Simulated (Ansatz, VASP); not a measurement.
## TaS2: VASP beside Ansatz

Contents of INCAR:

```
PREC     = Accurate       # precision mode
ENCUT    = 400            # plane-wave cutoff, eV
EDIFF    = 1E-8           # SCF threshold, eV
ISMEAR   = -1             # smearing method
SIGMA    = 0.03           # smearing width, eV
LREAL    = False          # projectors in reciprocal space
LASPH    = True           # aspherical terms in the spheres
NELM     = 120            # most SCF steps
ALGO     = Normal         # electronic algorithm
ISIF     = 2              # what is computed and relaxed
LWAVE    = False          # write WAVECAR
LCHARG   = False          # write CHGCAR
GGA      = PE             # functional
LEFG     = True         
NBANDS   = 18             # bands
GGA_COMPAT= False
```

The input KPOINTS:

```
Automatic mesh
0
Gamma
  9 9 5
```

Contents of POSCAR:

```
TaS2
1.0
    3.3275182074      0.0000000000      0.0000000000
   -1.6637591037      2.8817152992      0.0000000000
    0.0000000000      0.0000000000      5.8206699559
Ta S
1 2
Direct
    0.0000000000      0.0000000000      0.0000000000
    0.3333333333      0.6666666667      0.2500000000
    0.6666666667      0.3333333333      0.7500000000
```

Input for Ansatz:

```yaml
crystal:
  lattice:
    - [3.3275182074, 0.0, 0.0]
    - [-1.6637591037, 2.8817152992, 0.0]
    - [0.0, 0.0, 5.8206699559]
  atoms:
    - { symbol: Ta, position: [0.0, 0.0, 0.0] }
    - { symbol: S, position: [0.3333333333, 0.6666666667, 0.25] }
    - { symbol: S, position: [0.6666666667, 0.3333333333, 0.75] }
kpoints:
  mp_grid: { grid: [9, 9, 5] }
scf:
  occupations: { method: fermi_dirac, width: 0.03 }
hamiltonian:
  xc: pbe
  pseudopotentials: { kind: all_electron, datasets: crystal }
output:
  forces: true
  stress: true
  eigenvalues: true
  efg: { contact_densities: true }
```

Change from the starting cell: volume scaled by 0.98, crystal datasets.

Alike in both runs: task electric field gradients; functional PBE; k mesh 9 × 9 × 5; occupations fermi-dirac, width 0.03 eV; no spin polarisation.

```csv
,VASP,Ansatz
version,VASP 6.6.1,Ansatz 0.2.0
potentials or method,"VASP PAW PBE potentials, release 64 (Ta_pv, S), cutoff 400 eV","all-electron PAW with datasets made for the crystal, scalar-relativistic"
```

```csv
,VASP,Ansatz,Ansatz less VASP
pressure (GPa),12.5,12.4,-0.06
"traceless stress, the component that is largest in VASP (GPa)",3.37,3.29,-0.073
rms of the force components (eV/Å),0.762,0.752,-0.0098
size of Vzz on the site where it differs most (V/Å²),139.7,171.4,+31.70
```

Atom by atom the forces differ by 0.010 eV/Å (rms over components). Ansatz ran all-electron here, and VASP with PAW potentials.

Neither program's run includes spin-orbit coupling.
